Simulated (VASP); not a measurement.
Here is a VASP 6.6.1 calculation.

File INCAR:

```
SYSTEM = W
  PREC = Accurate
  ENCUT = 520
  EDIFF = 1E-6
  ISMEAR = 0
  SIGMA = 0.15
  LREAL = Auto
  LASPH = .True.
  NELM = 60
  ALGO = Normal
  ISIF = 2
  LWAVE = .False.
  LCHARG = .True.
  GGA = PS
  LELF = .True.
  LVHAR = .True.
  NBANDS = 118
```

Contents of KPOINTS:

```
regular mesh
0
Gamma
  3 3 3
  0 0 0
```

File POSCAR:

```
W
1.0
    6.3200000000      0.0000000000      0.0000000000
    0.0000000000      6.3200000000      0.0000000000
    0.0000000000      0.0000000000      6.3200000000
W
15
Direct
    0.4980866332      0.0019133668      0.0019133668
    0.0019133668      0.4980866332      0.0019133668
    0.0019133668      0.0019133668      0.4980866332
    0.0019133668      0.0019133668      0.0019133668
    0.4980866332      0.4980866332      0.0019133668
    0.4980866332      0.0019133668      0.4980866332
    0.7500000000      0.2500000000      0.2500000000
    0.0019133668      0.4980866332      0.4980866332
    0.2500000000      0.7500000000      0.2500000000
    0.2500000000      0.2500000000      0.7500000000
    0.4980866332      0.4980866332      0.4980866332
    0.7500000000      0.7500000000      0.2500000000
    0.7500000000      0.2500000000      0.7500000000
    0.2500000000      0.7500000000      0.7500000000
    0.7500000000      0.7500000000      0.7500000000
```

Potentials or basis: VASP PAW PBE potentials, release 64 (W_sv).

Command:

```console
$ cat potpaw_PBE.64/W_sv/POTCAR > POTCAR
$ mpirun -np 1 vasp_std > vasp.out
```

(1) Predict the pressure.

(2) What does it give for the band gap on the k mesh?

Results:

(1) -7.9 GPa.

(2) zero (bands 105 and 106 overlap by 0.02 eV).

Caveat: the PAW data sets were made with another functional, which shifts forces and pressure a little; spin-orbit coupling is left out, which moves the levels of the heavy elements.
